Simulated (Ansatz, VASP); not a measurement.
## RbBr3 in VASP and in Ansatz

The input INCAR:

```
SYSTEM = RbBr3
PREC = Accurate
ENCUT = 500
EDIFF = 1E-6
ISMEAR = 0
SIGMA = 0.1
LREAL = .False.
LASPH = .True.
NELM = 120
ALGO = Normal
ISIF = 2
LWAVE = .False.
LCHARG = .False.
GGA = PE
NBANDS = 23
GGA_COMPAT = .False.
```

KPOINTS

```
Automatic mesh
0
Gamma
  1 1 1
  0 0 0
```

The input POSCAR:

```
RbBr3
1.0
   -2.2585671000      2.2585671000      6.4370042300
    2.2585671000     -2.2585671000      6.4370042300
    2.2585671000      2.2585671000     -6.4370042300
Rb Br
1 3
Direct
    0.0000000000      0.0000000000      0.0000000000
    0.7500000000      0.2500000000      0.5000000000
    0.2500000000      0.7500000000      0.5000000000
    0.5000000000      0.5000000000      0.0000000000
```

Input for Ansatz:

```yaml
crystal:
  lattice:
    - [-2.2585671, 2.2585671, 6.43700423]
    - [2.2585671, -2.2585671, 6.43700423]
    - [2.2585671, 2.2585671, -6.43700423]
  atoms:
    - { symbol: Rb, position: [0.0, 0.0, 0.0] }
    - { symbol: Br, position: [0.75, 0.25, 0.5] }
    - { symbol: Br, position: [0.25, 0.75, 0.5] }
    - { symbol: Br, position: [0.5, 0.5, 0.0] }
basis:
  ecutwfc: 420
kpoints:
  mp_grid: { grid: [1, 1, 1] }
hamiltonian:
  xc: pbe
scf:
  occupations: { method: gaussian, width: 0.1 }
output:
  forces: true
  stress: true
  eigenvalues: true
```

Alike in both runs: task single point; functional PBE; k mesh 1 × 1 × 1; occupations gaussian, width 0.1 eV; no spin polarisation.

|  | VASP | Ansatz |
| --- | --- | --- |
| version | VASP 6.6.1 | Ansatz 0.2.0 |
| potentials or method | VASP PAW PBE potentials, release 64 (Rb_sv, Br), cutoff 500 eV | scalar-relativistic, plane waves, PAW |
| valence electrons in the cell | 30 | 30 |

|  | VASP | Ansatz | Ansatz less VASP |
| --- | --- | --- | --- |
| pressure (GPa) | 10.8 | 10.8 | -0.07 |
| traceless stress, the component that is largest in VASP (GPa) | -10.54 | -10.46 | +0.076 |

The k mesh is coarse, so the values compare programs but aren't converged.
